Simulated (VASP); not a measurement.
# KF (Pm-3m) in VASP: further runs

The runs below take KF through single point, with PBE.

Everything below comes from runs of VASP 6.6.1. Logs are shortened: lines on timing, memory, paths and dates and some standing lists are left out, and cuts for length are marked.

### 1 The cell of the first run

The structure is cubic, space group Pm-3m (No. 221). Conventional cell: a = 3.125 Å, b = 3.125 Å, c = 3.125 Å, α = 90.00°, β = 90.00°, γ = 90.00°. K (site symmetry m-3m) has 8 F at 2.71 Å and 6 K at 3.12 Å within 3.6 Å. F (site symmetry m-3m) has 8 K at 2.71 Å and 6 F at 3.12 Å within 3.6 Å.

### 2 Single point, PBE (volume changed by -5%)

Contents of INCAR:

```
SYSTEM = KF
ALGO = Normal
EDIFF = 1E-6
ENCUT = 520
GGA = PE
ISIF = 2
ISMEAR = 0
LASPH = .TRUE.
LCHARG = .TRUE.
LELF = .TRUE.
LREAL = .FALSE.
LVHAR = .TRUE.
LWAVE = .FALSE.
NBANDS = 15
NELM = 60
PREC = Accurate
SIGMA = 0.01
```

Contents of KPOINTS:

```
k-points
0
G
  4 4 4
  0 0 0
```

Contents of POSCAR:

```
KF
1.0
    3.1249810897      0.0000000000      0.0000000000
    0.0000000000      3.1249810897      0.0000000000
    0.0000000000      0.0000000000      3.1249810897
K F
1 1
Direct
    0.0000000000      0.0000000000      0.0000000000
    0.5000000000      0.5000000000      0.5000000000
```

Potentials or basis: VASP PAW PBE potentials, release 64 (K_sv, F).

Launch:

```sh
$ cat potpaw_PBE.64/K_sv/POTCAR potpaw_PBE.64/F/POTCAR > POTCAR
$ mpirun -np 1 vasp_std > vasp.out
```

OUTCAR:

```text
SYSTEM = KF
   EDIFF = 1E-6
   ENCUT = 520
   GGA = PE
   ISIF = 2
   ISMEAR = 0
   LASPH = .TRUE.
   LREAL = .FALSE.
   NELM = 60
   PREC = Accurate

 ion  position               nearest neighbor table
   1  0.000  0.000  0.000-   2 2.71   2 2.71   2 2.71   2 2.71   2 2.71   2 2.71   2 2.71   2 2.71

   2  0.500  0.500  0.500-   1 2.71   1 2.71   1 2.71   1 2.71   1 2.71   1 2.71   1 2.71   1 2.71

  LATTYP: Found a simple cubic cell.
 ALAT       =     3.1249810897

  Lattice vectors:

 A1 = (   3.1249810897,   0.0000000000,   0.0000000000)
 A2 = (   0.0000000000,   3.1249810897,   0.0000000000)
 A3 = (   0.0000000000,   0.0000000000,   3.1249810897)

Analysis of symmetry for initial positions (statically):
=====================================================================
 Subroutine PRICEL returns:
 Original cell was already a primitive cell.

 Routine SETGRP: Setting up the symmetry group for a
 simple cubic supercell.

 Subroutine GETGRP returns: Found 48 space group operations
[... 9 lines left out ...]

 Routine SETGRP: Setting up the symmetry group for a
 simple cubic supercell.

 Subroutine GETGRP returns: Found 48 space group operations
[... 11 lines left out ...]
                                     Primitive cell

  volume of cell :      30.5170

  direct lattice vectors                    reciprocal lattice vectors
     3.124981090  0.000000000  0.000000000     0.320001936  0.000000000  0.000000000
     0.000000000  3.124981090  0.000000000     0.000000000  0.320001936  0.000000000
     0.000000000  0.000000000  3.124981090     0.000000000  0.000000000  0.320001936

  length of vectors
     3.124981090  3.124981090  3.124981090     0.320001936  0.320001936  0.320001936

  position of ions in fractional coordinates (direct lattice)
     0.000000000  0.000000000  0.000000000
     0.500000000  0.500000000  0.500000000

  ion indices of the primitive-cell ions
   primitive index   ion index
                 1           1
                 2           2

----------------------------------------------------------------------------------------

 KPOINTS: k-points

Automatic generation of k-mesh.
 Grid dimensions read from file:
 generate k-points for:    4    4    4

 Generating k-lattice:

  Cartesian coordinates                     Fractional coordinates (reciprocal lattice)
     0.080000484  0.000000000  0.000000000     0.250000000  0.000000000  0.000000000
     0.000000000  0.080000484  0.000000000     0.000000000  0.250000000  0.000000000
     0.000000000  0.000000000  0.080000484     0.000000000  0.000000000  0.250000000

  Length of vectors
     0.080000484  0.080000484  0.080000484

  Shift w.r.t. Gamma in fractional coordinates (k-lattice)
     0.000000000  0.000000000  0.000000000

 Subroutine IBZKPT returns following result:
 ===========================================

 Found     10 irreducible k-points:

 Following reciprocal coordinates:
            Coordinates               Weight
  0.000000  0.000000  0.000000      1.000000
  0.250000  0.000000  0.000000      6.000000
  0.500000  0.000000  0.000000      3.000000
  0.250000  0.250000  0.000000     12.000000
  0.500000  0.250000  0.000000     12.000000
  0.500000  0.500000  0.000000      3.000000
  0.250000  0.250000  0.250000      8.000000
  0.500000  0.250000  0.250000     12.000000
  0.500000  0.500000  0.250000      6.000000
  0.500000  0.500000  0.500000      1.000000
   k-points           NKPTS =     10   k-points in BZ     NKDIM =     10   number of bands    NBANDS=     15
   number of dos      NEDOS =    301   number of ions     NIONS =      2
   total plane-waves  NPLWV =  13824
   dimension x,y,z NGX =    24 NGY =   24 NGZ =   24
   dimension x,y,z NGXF=    48 NGYF=   48 NGZF=   48
   ions per type =               1   1
   NGX,Y,Z   is equivalent  to a cutoff of  12.77, 12.77, 12.77 a.u.
   NGXF,Y,Z  is equivalent  to a cutoff of  25.54, 25.54, 25.54 a.u.
 SYSTEM =  KF
   PREC   = accura    normal or accurate (medium, high low for compatibility)
   ISTART =      0    job   : 0-new  1-cont  2-samecut
   ICHARG =      2    charge: 1-file 2-atom 10-const
   ISPIN  =      1    spin polarized calculation?
   LNONCOLLINEAR =      F non collinear calculations
   LSORBIT =      F    spin-orbit coupling
   LASPH  =      T    aspherical Exc in radial PAW
   ENCUT  =  520.0 eV  38.22 Ry    6.18 a.u.   5.81  5.81  5.81*2*pi/ulx,y,z
   NELM   =     60;   NELMIN=  2; NELMDL= -5     # of ELM steps
   EDIFF  = 0.1E-05   stopping-criterion for ELM
   LREAL  =      F    real-space projection
   EDIFFG = 0.1E-04   stopping-criterion for IOM
   NSW    =      0    number of steps for IOM
   IBRION =     -1    ionic relax: 0-MD 1-quasi-New 2-CG
   NFREE  =      0    steps in history (QN), initial steepest desc. (CG)
   ISIF   =      2    stress and relaxation
   ISYM   =      2    0-nonsym 1-usesym 2-fastsym
   POTIM  = 0.5000    time-step for ionic-motion
   TEBEG  =    0.0;   TEEND  =   0.0 temperature during run
   PSTRESS=    0.0 pullay stress
   NELECT =      16.0000    total number of electrons
   NUPDOWN=      -1.0000    fix difference up-down
   EMIN   =  10.00;   EMAX   =-10.00  energy-range for DOS
   EFERMI =   0.00;   METHOD = LEGACY
   ISMEAR =     0;   SIGMA  =   0.01  broadening in eV -4-tet -1-fermi 0-gaus
   EFERMI_NEDOS =   21; number of points for ismear=-14 and -15
   IALGO  =     38    algorithm
   IMIX   =      4    mixing-type and parameters
     AMIX     =   0.40;   BMIX     =  1.00
     AMIX_MAG =   1.60;   BMIX_MAG =  1.00
  volume/ion in A,a.u.               =      15.26       102.97
  Fermi-wavevector in a.u.,A,eV,Ry     =   1.320082  2.494592 23.709721  1.742615
  Thomas-Fermi vector in A             =   2.449933
   LORBIT       =      0    0 simple, 1 ext, 2 COOP (PROOUT), +10 PAW based schemes
   GGA     = PE    functional components
   LHFCALC =     F    Hartree Fock is set to
   AEXX    =    0.0000 exact exchange contribution
   IVDW    =     0    specifies the selected vdW correction
   LEPSILON=     F    determine dielectric tensor
   LRPA    =     F    only Hartree local field effects (RPA)
 non-spin polarized calculation
 Gauss-broadening in eV      SIGMA  =   0.01
  energy-cutoff  :      520.00
  volume of cell :       30.52
 maximum number of plane-waves:       840
 NGX is ok and might be reduce to    24
   NGX = 11   NGY = 11   NGZ = 11

 number of electron      15.9999998 magnetization

 Free energy of the ion-electron system (eV)
  ---------------------------------------------------
  ext. energy  EPLUGINS =         0.00000000
  ---------------------------------------------------
  free energy    TOTEN  =        -8.02216417 eV

  energy without entropy =       -8.02216417  energy(sigma->0) =       -8.02216417

 E-fermi :  -1.5222     XC(G=0):  -9.6514

 val. band max:       -1.6091198754   @ k =   0.5000   0.5000   0.0000
 cond. band min:       5.5971357815   @ k =   0.0000   0.0000   0.0000
 fundamental gap:      7.2062556568
 Fermi energy:        -1.5221685594

 k-point     1 :       0.0000    0.0000    0.0000
  band No.  band energies     occupation
      1     -28.3699      2.00000
      2     -20.6191      2.00000
      3     -11.2198      2.00000
      4     -11.2198      2.00000
      5     -11.2198      2.00000
      6      -1.6322      2.00000
      7      -1.6322      2.00000
      8      -1.6322      2.00000
      9       5.5971      0.00000
     10       6.8145      0.00000
     11       6.8145      0.00000
     12      13.0056      0.00000
     13      13.0056      0.00000
     14      13.0056      0.00000
     15      21.2333      0.00000

 k-point     2 :       0.2500    0.0000    0.0000
  band No.  band energies     occupation
      1     -28.2694      2.00000
      2     -20.6605      2.00000
      3     -11.6750      2.00000
      4     -11.1386      2.00000
      5     -11.1386      2.00000
      6      -2.3877      2.00000
      7      -1.7205      2.00000
      8      -1.7205      2.00000
      9       7.1053      0.00000
     10       7.3045      0.00000
     11       8.4315      0.00000
     12      12.1408      0.00000
     13      12.1408      0.00000
     14      13.1989      0.00000
     15      18.1174      0.00000

 k-point     3 :       0.5000    0.0000    0.0000
  band No.  band energies     occupation
      1     -28.1649      2.00000
      2     -20.7102      2.00000
      3     -12.0804      2.00000
      4     -11.0549      2.00000
      5     -11.0549      2.00000
      6      -3.0152      2.00000
      7      -1.8149      2.00000
      8      -1.8149      2.00000
      9       7.9280      0.00000
     10       8.6002      0.00000
     11      10.5747      0.00000
     12      11.4843      0.00000
     13      11.4843      0.00000
     14      13.4060      0.00000
     15      15.9246      0.00000
[... 91 lines left out ...]
 k-point     9 :       0.5000    0.5000    0.2500
  band No.  band energies     occupation
      1     -27.9329      2.00000
      2     -20.4732      2.00000
      3     -12.1350      2.00000
      4     -12.1350      2.00000
      5     -11.4825      2.00000
      6      -2.5560      2.00000
      7      -2.5560      2.00000
      8      -2.2967      2.00000
      9       8.3276      0.00000
     10       9.9463      0.00000
     11       9.9463      0.00000
     12      10.0687      0.00000
     13      14.8065      0.00000
     14      14.8065      0.00000
     15      14.8727      0.00000

 k-point    10 :       0.5000    0.5000    0.5000
  band No.  band energies     occupation
      1     -27.8588      2.00000
      2     -20.4174      2.00000
      3     -11.9805      2.00000
      4     -11.9805      2.00000
      5     -11.9805      2.00000
      6      -2.8831      2.00000
      7      -2.8831      2.00000
      8      -2.8831      2.00000
      9       9.4268      0.00000
     10       9.4268      0.00000
     11       9.4268      0.00000
     12      14.9650      0.00000
     13      14.9779      0.00000
     14      15.0950      0.00000
     15      15.0950      0.00000

------------------------ aborting loop because EDIFF is reached ----------------------------------------

  FORCE on cell =-STRESS in cart. coord.  units (eV):
  Direction    XX          YY          ZZ          XY          YZ          ZX
  --------------------------------------------------------------------------------------
  -------------------------------------------------------------------------------------
  Total        1.0954948      1.0954948      1.0954948     -0.0000000      0.0000000     -0.0000000
  in kB       57.5146811     57.5146811     57.5146811     -0.0000000      0.0000000     -0.0000000
  external PRESSURE =      57.5146811 kB  Pullay stress =       0.0000000 kB

 VOLUME and BASIS-vectors are now :
 -----------------------------------------------------------------------------
  energy-cutoff  :      520.00
  volume of cell :       30.52
      direct lattice vectors                 reciprocal lattice vectors
     3.124981090  0.000000000  0.000000000     0.320001936  0.000000000  0.000000000
     0.000000000  3.124981090  0.000000000     0.000000000  0.320001936  0.000000000
     0.000000000  0.000000000  3.124981090     0.000000000  0.000000000  0.320001936

 POSITION                                       TOTAL-FORCE (eV/Angst)
 -----------------------------------------------------------------------------------
      0.00000      0.00000      0.00000         0.000000      0.000000      0.000000
      1.56249      1.56249      1.56249         0.000000      0.000000      0.000000
 -----------------------------------------------------------------------------------
    total drift:                                0.000000      0.000000     -0.000000

  FREE ENERGIE OF THE ION-ELECTRON SYSTEM (eV)
  ---------------------------------------------------
  free  energy   TOTEN  =        -8.0221641675 eV

  energy  without entropy=       -8.0221641675  energy(sigma->0) =       -8.02216417
```

It took 2.9 s on 1 thread of Intel Xeon 6975P-C (Granite Rapids), shared host; peak memory 0.13 GiB.

Results:

- Free energy: -8.0222 eV
- Pressure: 5.8 GPa
- Band gap on the k mesh: 7.21 eV, indirect (least direct gap 7.23 eV)

Caveat: the k points lie up to 0.50 Å⁻¹ apart; the cell differs from its parent crystal (volume changed by -5%). A k mesh can miss the band edges.

### 3 Single point, PBE (volume changed by -10%)

Contents of INCAR:

```
SYSTEM = KF
  PREC = Accurate
  ENCUT = 520
  EDIFF = 1E-7
  ISMEAR = 0
  SIGMA = 0.01
  LREAL = .FALSE.
  LASPH = .TRUE.
  NELM = 60
  ALGO = Normal
  ISIF = 2
  LWAVE = .FALSE.
  LCHARG = .FALSE.
  GGA = PE
  NBANDS = 15
```

Contents of KPOINTS:

```
regular mesh
0
G
  4 4 4
  0 0 0
```

Contents of POSCAR:

```
KF
1.0
    3.0691658814      0.0000000000      0.0000000000
    0.0000000000      3.0691658814      0.0000000000
    0.0000000000      0.0000000000      3.0691658814
K F
1 1
Direct
    0.0000000000      0.0000000000      0.0000000000
    0.5000000000      0.5000000000      0.5000000000
```

Potentials or basis: VASP PAW PBE potentials, release 64 (K_sv, F).

Launch:

```sh
$ cat potpaw_PBE.64/K_sv/POTCAR potpaw_PBE.64/F/POTCAR > POTCAR
$ mpirun -np 1 vasp_std > vasp.out
```

OUTCAR:

```text
SYSTEM = KF
   PREC = Accurate
   ENCUT = 520
   EDIFF = 1E-7
   ISMEAR = 0
   LREAL = .FALSE.
   LASPH = .TRUE.
   NELM = 60
   ISIF = 2
   GGA = PE

 ion  position               nearest neighbor table
   1  0.000  0.000  0.000-   2 2.66   2 2.66   2 2.66   2 2.66   2 2.66   2 2.66   2 2.66   2 2.66

   2  0.500  0.500  0.500-   1 2.66   1 2.66   1 2.66   1 2.66   1 2.66   1 2.66   1 2.66   1 2.66

  LATTYP: Found a simple cubic cell.
 ALAT       =     3.0691658814

  Lattice vectors:

 A1 = (   3.0691658814,   0.0000000000,   0.0000000000)
[... 351 lines left out ...]

  FORCE on cell =-STRESS in cart. coord.  units (eV):
  Direction    XX          YY          ZZ          XY          YZ          ZX
  --------------------------------------------------------------------------------------
  -------------------------------------------------------------------------------------
  Total        1.6981104      1.6981104      1.6981104      0.0000000      0.0000000     -0.0000000
  in kB       94.1055878     94.1055878     94.1055878      0.0000000      0.0000000     -0.0000000
  external PRESSURE =      94.1055878 kB  Pullay stress =       0.0000000 kB

 VOLUME and BASIS-vectors are now :
 -----------------------------------------------------------------------------
  energy-cutoff  :      520.00
  volume of cell :       28.91
      direct lattice vectors                 reciprocal lattice vectors
     3.069165881  0.000000000  0.000000000     0.325821425  0.000000000  0.000000000
     0.000000000  3.069165881  0.000000000     0.000000000  0.325821425  0.000000000
     0.000000000  0.000000000  3.069165881     0.000000000  0.000000000  0.325821425

 POSITION                                       TOTAL-FORCE (eV/Angst)
 -----------------------------------------------------------------------------------
      0.00000      0.00000      0.00000         0.000000      0.000000      0.000000
      1.53458      1.53458      1.53458         0.000000      0.000000      0.000000
 -----------------------------------------------------------------------------------
    total drift:                                0.000000      0.000000     -0.000000

  FREE ENERGIE OF THE ION-ELECTRON SYSTEM (eV)
  ---------------------------------------------------
  free  energy   TOTEN  =        -7.9446777388 eV

  energy  without entropy=       -7.9446777388  energy(sigma->0) =       -7.94467774
```

stdout:

```text
POSCAR found type information on POSCAR K F
 POSCAR found :  2 types and       2 ions
 scaLAPACK will be used
 LDA part: xc-table for (Slater+PW92), standard interpolation
 POSCAR, INCAR and KPOINTS ok, starting setup
 FFT: planning ... GRIDC
 FFT: planning ... GRID_SOFT
 FFT: planning ... GRID
 WAVECAR not read
 entering main loop
```

Wall time 2.6 s (1 thread of Intel Xeon 6975P-C (Granite Rapids), shared host); peak memory 0.13 GiB.

Results:

```yaml
Free_energy: -7.9447 eV
Pressure: 9.4 GPa
Band_gap_on_the_k_mesh: 7.68 eV, indirect (the least direct gap lies 3.3 meV higher)
```

Caveat: the k points lie up to 0.51 Å⁻¹ apart; the cell differs from its parent crystal (volume changed by -10%).

### 4 Single point, PBE

This run uses another cell than the first one, of 16.06 Å³/atom, 1.053 times its volume.

Contents of INCAR:

```
ALGO = Normal
EDIFF = 1E-6
ENCUT = 520
GGA = PE
ISIF = 2
ISMEAR = 0
LASPH = True
LCHARG = False
LREAL = False
LWAVE = False
NBANDS = 15
NELM = 60
PREC = Accurate
SIGMA = 0.01
```

Contents of KPOINTS:

```
k-points
0
Gamma
  4 4 4
```

Contents of POSCAR:

```
KF
1.0
    3.1788706642      0.0000000000      0.0000000000
    0.0000000000      3.1788706642      0.0000000000
    0.0000000000      0.0000000000      3.1788706642
K F
1 1
Direct
    0.0000000000      0.0000000000      0.0000000000
    0.5000000000      0.5000000000      0.5000000000
```

Launch:

```sh
$ cat potpaw_PBE.64/K_sv/POTCAR potpaw_PBE.64/F/POTCAR > POTCAR
$ mpirun -np 1 vasp_std > vasp.out
```

Run time: 2.9 s. Hardware: 1 thread of Intel Xeon 6975P-C (Granite Rapids), shared host; peak memory 0.13 GiB.

Results (log left out):

* Free energy: -8.0681 eV
* Pressure: 3.0 GPa
* Band gap on the k mesh: 6.80 eV, indirect (least direct gap 6.83 eV)

Levels at points of the mesh, in eV from the valence-band top:
| k point | band 4 | band 5 | band 6 | band 7 | band 8 | band 9 | band 10 | band 11 | band 12 | band 13 |
| --- | --- | --- | --- | --- | --- | --- | --- | --- | --- | --- |
| (0.00, 0.00, 0.00) | -9.79 | -9.79 | -0.04 | -0.04 | -0.04 | 6.80 | 8.37 | 8.37 | 14.28 | 14.28 |
| (0.50, 0.00, 0.00) | -9.65 | -9.65 | -1.33 | -0.19 | -0.19 | 9.44 | 9.85 | 11.62 | 12.81 | 12.81 |
| (0.50, 0.50, 0.00) | -10.72 | -9.55 | -0.63 | -0.63 | 0.00 | 8.67 | 9.24 | 12.17 | 12.17 | 15.12 |
| (0.50, 0.50, 0.50) | -10.47 | -10.47 | -1.17 | -1.17 | -1.17 | 10.78 | 10.78 | 10.78 | 16.07 | 16.07 |

Caveat: the k points lie up to 0.49 Å⁻¹ apart. A k mesh can miss the band edges.

### 5 The runs side by side

| cell | gap on the mesh (eV) | pressure (GPa) |
| --- | --- | --- |
| a = 3.125 Å, 2 atoms | 7.21 | 5.8 |
| a = 3.069 Å, 2 atoms | 7.68 | 9.4 |
| a = 3.179 Å, 2 atoms | 6.80 | 3.0 |

Alike in all rows: task single point; level PBE; potentials or basis VASP PAW PBE potentials, release 64 (K_sv, F); no spin polarisation; k mesh 4 × 4 × 4; cutoff (eV) 520; smearing gaussian 0.01 eV.

Caveats: all runs use coarse meshes.

Absolute energies hang on the potentials; compare differences alone.
